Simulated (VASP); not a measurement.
# Al2H (I4/mmm) in VASP: single point with PBE

Aim: the single point of Al2H with PBE.

All numbers are computed with VASP 6.6.1; they aren't measurements. Logs are shortened: lines on timing, memory, paths and dates and some standing lists are left out, and cuts for length are marked.

### 1 The cell of the first run

Symmetry: I4/mmm, No. 139, tetragonal system. The conventional cell has a = 3.980 Å, b = 3.980 Å, c = 5.366 Å, α = 90.00°, β = 90.00°, γ = 90.00°. Within 2.7 Å of Al (site symmetry mmm) lie 2 H at 1.99 Å and 2 Al at 2.68 Å. Within 2.6 Å of H (site symmetry 4/mmm) lie 4 Al at 1.99 Å.

The cell was generated, and may not be a known phase.

### 2 Single point, PBE

INCAR

```
ALGO = Normal ; EDIFF = 1E-6
ENCUT = 500 ; GGA = PE
GGA_COMPAT = False ; ISIF = 2
ISMEAR = 0 ; LASPH = True
LCHARG = False ; LREAL = False
LWAVE = False ; NBANDS = 10
NELM = 120 ; PREC = Accurate
SIGMA = 0.2
```

KPOINTS

```
k-points
0
Gamma
  6 6 6
```

POSCAR

```
Al2H
1.0
   -1.9899247374      1.9899247374      2.6829454860
    1.9899247374     -1.9899247374      2.6829454860
    1.9899247374      1.9899247374     -2.6829454860
Al H
2 1
Direct
    0.5000000000      0.0000000000      0.5000000000
    0.0000000000      0.5000000000      0.5000000000
    0.0000000000      0.0000000000      0.0000000000
```

Potentials or basis: VASP PAW PBE potentials, release 64 (Al, H).

Command:

```sh
cat potpaw_PBE.64/Al/POTCAR potpaw_PBE.64/H/POTCAR > POTCAR
mpirun -np 1 vasp_std > vasp.out
```

OUTCAR:

```text
EDIFF = 1E-6
   ENCUT = 500
   GGA = PE
   ISIF = 2
   ISMEAR = 0
   LASPH = True
   LREAL = False
   NELM = 120
   PREC = Accurate

 ion  position               nearest neighbor table
   1  0.500  0.000  0.500-   3 1.99   3 1.99   2 2.68   2 2.68   2 2.81   2 2.81   2 2.81   2 2.81

   2  0.000  0.500  0.500-   3 1.99   3 1.99   1 2.68   1 2.68   1 2.81   1 2.81   1 2.81   1 2.81

   3  0.000  0.000  0.000-   1 1.99   2 1.99   2 1.99   1 1.99

  LATTYP: Found a body centered tetragonal cell.
 ALAT       =     3.9798494748
 C/A-ratio  =     1.3482648040

  Lattice vectors:

 A1 = (  -1.9899247374,   1.9899247374,   2.6829454860)
 A2 = (   1.9899247374,  -1.9899247374,   2.6829454860)
 A3 = (   1.9899247374,   1.9899247374,  -2.6829454860)

Analysis of symmetry for initial positions (statically):
=====================================================================
 Subroutine PRICEL returns:
 Original cell was already a primitive cell.

 Routine SETGRP: Setting up the symmetry group for a
 body centered tetragonal supercell.

 Subroutine GETGRP returns: Found 16 space group operations
 (whereof 16 operations were pure point group operations)
 out of a pool of 16 trial point group operations.

The static configuration has the point symmetry D_4h.

Analysis of symmetry for dynamics (positions and initial velocities):
=====================================================================
 Subroutine PRICEL returns:
 Original cell was already a primitive cell.

 Routine SETGRP: Setting up the symmetry group for a
 body centered tetragonal supercell.

 Subroutine GETGRP returns: Found 16 space group operations
 (whereof 16 operations were pure point group operations)
 out of a pool of 16 trial point group operations.

The dynamic configuration has the point symmetry D_4h.

 Subroutine INISYM returns: Found 16 space group operations
 (whereof 16 operations are pure point group operations),
 and found     1 'primitive' translations

----------------------------------------------------------------------------------------

                                     Primitive cell

  volume of cell :      42.4957

  direct lattice vectors                    reciprocal lattice vectors
    -1.989924737  1.989924737  2.682945486     0.000000000  0.251265784  0.186362340
     1.989924737 -1.989924737  2.682945486     0.251265784  0.000000000  0.186362340
     1.989924737  1.989924737 -2.682945486     0.251265784  0.251265784  0.000000000

  length of vectors
[... 92 lines left out ...]
   POTIM  = 0.5000    time-step for ionic-motion
   TEBEG  =    0.0;   TEEND  =   0.0 temperature during run
   PSTRESS=    0.0 pullay stress
   NELECT =       7.0000    total number of electrons
   NUPDOWN=      -1.0000    fix difference up-down
   EMIN   =  10.00;   EMAX   =-10.00  energy-range for DOS
   EFERMI =   0.00;   METHOD = LEGACY
   ISMEAR =     0;   SIGMA  =   0.20  broadening in eV -4-tet -1-fermi 0-gaus
   EFERMI_NEDOS =   21; number of points for ismear=-14 and -15
   IALGO  =     38    algorithm
   IMIX   =      4    mixing-type and parameters
     AMIX     =   0.40;   BMIX     =  1.00
     AMIX_MAG =   1.60;   BMIX_MAG =  1.00
  volume/ion in A,a.u.               =      14.17        95.59
  Fermi-wavevector in a.u.,A,eV,Ry     =   0.897413  1.695865 10.957459  0.805350
  Thomas-Fermi vector in A             =   2.019994
   LORBIT       =      0    0 simple, 1 ext, 2 COOP (PROOUT), +10 PAW based schemes
   GGA     = PE    functional components
   LHFCALC =     F    Hartree Fock is set to
   AEXX    =    0.0000 exact exchange contribution
   IVDW    =     0    specifies the selected vdW correction
   LEPSILON=     F    determine dielectric tensor
   LRPA    =     F    only Hartree local field effects (RPA)
 non-spin polarized calculation
 Gauss-broadening in eV      SIGMA  =   0.20
  energy-cutoff  :      500.00
  volume of cell :       42.50
 maximum number of plane-waves:      1098
   NGX = 15   NGY = 15   NGZ = 15

 number of electron       7.0000001 magnetization

 Free energy of the ion-electron system (eV)
  ---------------------------------------------------
  ext. energy  EPLUGINS =         0.00000000
  ---------------------------------------------------
  free energy    TOTEN  =        -9.86471636 eV

  energy without entropy =       -9.85373313  energy(sigma->0) =       -9.85922475

 E-fermi :   5.6056     XC(G=0):  -9.5466

 val. band max:        5.5622641272   @ k =  -0.3333   0.3333   0.3333
 cond. band min:       5.7953375844   @ k =  -0.1667  -0.3333   0.1667
 fundamental gap:      0.2330734572
 Fermi energy:         5.6055792285

 k-point     1 :       0.0000    0.0000    0.0000
  band No.  band energies     occupation
      1      -4.9040      2.00000
      2       5.2979      1.97041
      3       7.9115      0.00000
      4       7.9115      0.00000
      5       7.9144      0.00000
      6      10.8716      0.00000
      7      10.8716      0.00000
      8      11.5781      0.00000
      9      12.8782      0.00000
     10      13.0748      0.00000
[... 287 lines left out ...]
 k-point    24 :      -0.1667   -0.3333    0.1667
  band No.  band energies     occupation
      1      -3.5503      2.00000
      2       2.5982      2.00000
      3       4.8533      2.00000
      4       5.7953      0.17966
      5       7.2241      0.00000
      6       8.8137      0.00000
      7      11.5133      0.00000
      8      12.6503      0.00000
      9      13.7212      0.00000
     10      15.8739      0.00000

 [... further k-points ...]

------------------------ aborting loop because EDIFF is reached ----------------------------------------

  FORCE on cell =-STRESS in cart. coord.  units (eV):
  Direction    XX          YY          ZZ          XY          YZ          ZX
  --------------------------------------------------------------------------------------
  -------------------------------------------------------------------------------------
  Total       -0.0160938     -0.0160938      0.0664491      0.0000000     -0.0000000      0.0000000
  in kB       -0.6067716     -0.6067716      2.5052706      0.0000000     -0.0000000      0.0000000
  external PRESSURE =       0.4305758 kB  Pullay stress =       0.0000000 kB

 VOLUME and BASIS-vectors are now :
 -----------------------------------------------------------------------------
  energy-cutoff  :      500.00
  volume of cell :       42.50
      direct lattice vectors                 reciprocal lattice vectors
    -1.989924737  1.989924737  2.682945486     0.000000000  0.251265784  0.186362340
     1.989924737 -1.989924737  2.682945486     0.251265784  0.000000000  0.186362340
     1.989924737  1.989924737 -2.682945486     0.251265784  0.251265784  0.000000000

 POSITION                                       TOTAL-FORCE (eV/Angst)
 -----------------------------------------------------------------------------------
      0.00000      1.98992      0.00000         0.000000      0.000000     -0.000000
      1.98992      0.00000      0.00000        -0.000000     -0.000000      0.000000
      0.00000      0.00000      0.00000         0.000000      0.000000     -0.000000
 -----------------------------------------------------------------------------------
    total drift:                                0.000000     -0.000000      0.000000

  FREE ENERGIE OF THE ION-ELECTRON SYSTEM (eV)
  ---------------------------------------------------
  free  energy   TOTEN  =        -9.8647163584 eV

  energy  without entropy=       -9.8537331316  energy(sigma->0) =       -9.85922475
```

OSZICAR:

```text
N       E                     dE             d eps       ncg     rms          rms(c)
DAV:   1    -0.245005631469E+01   -0.24501E+01   -0.20046E+03   600   0.461E+02
DAV:   2    -0.992758092749E+01   -0.74775E+01   -0.71290E+01   758   0.552E+01
DAV:   3    -0.101149754905E+02   -0.18739E+00   -0.18700E+00   772   0.731E+00
DAV:   4    -0.101163944828E+02   -0.14190E-02   -0.14189E-02   818   0.754E-01
DAV:   5    -0.101164082942E+02   -0.13811E-04   -0.13811E-04   750   0.698E-02    0.290E+00
DAV:   6    -0.990985812940E+01    0.20655E+00   -0.28840E-01   680   0.238E+00    0.143E+00
DAV:   7    -0.986398567983E+01    0.45872E-01   -0.24101E-01   686   0.229E+00    0.309E-01
DAV:   8    -0.986528921405E+01   -0.13035E-02   -0.23734E-02   654   0.870E-01    0.124E-01
DAV:   9    -0.986469952067E+01    0.58969E-03   -0.34552E-03   690   0.279E-01    0.752E-02
DAV:  10    -0.986476050727E+01   -0.60987E-04   -0.32296E-04   706   0.110E-01    0.676E-02
DAV:  11    -0.986472795899E+01    0.32548E-04   -0.41050E-04   658   0.855E-02    0.249E-02
DAV:  12    -0.986471620077E+01    0.11758E-04   -0.54893E-05   658   0.357E-02    0.837E-03
DAV:  13    -0.986471635841E+01   -0.15764E-06   -0.20547E-06   648   0.890E-03
   1 F= -.98647164E+01 E0= -.98592247E+01  d E =-.109832E-01
```

stdout:

```text
POSCAR found type information on POSCAR AlH
 POSCAR found :  2 types and       3 ions
 scaLAPACK will be used
 LDA part: xc-table for (Slater+PW92), standard interpolation
 POSCAR, INCAR and KPOINTS ok, starting setup
 FFT: planning ... GRIDC
 FFT: planning ... GRID_SOFT
 FFT: planning ... GRID
 WAVECAR not read
 entering main loop
```

Run time: 20 s. Hardware: 1 thread of Intel Xeon 8259CL, shared host; peak memory 0.15 GiB.

What came out:

```
Free energy            : -9.8647 eV
Pressure               : 0.0 GPa
Band gap on the k mesh : zero (an odd number of electrons rules out a gap without spin polarisation)
```

The gap in the log of VASP goes by the Fermi energy; the results here count the filled bands.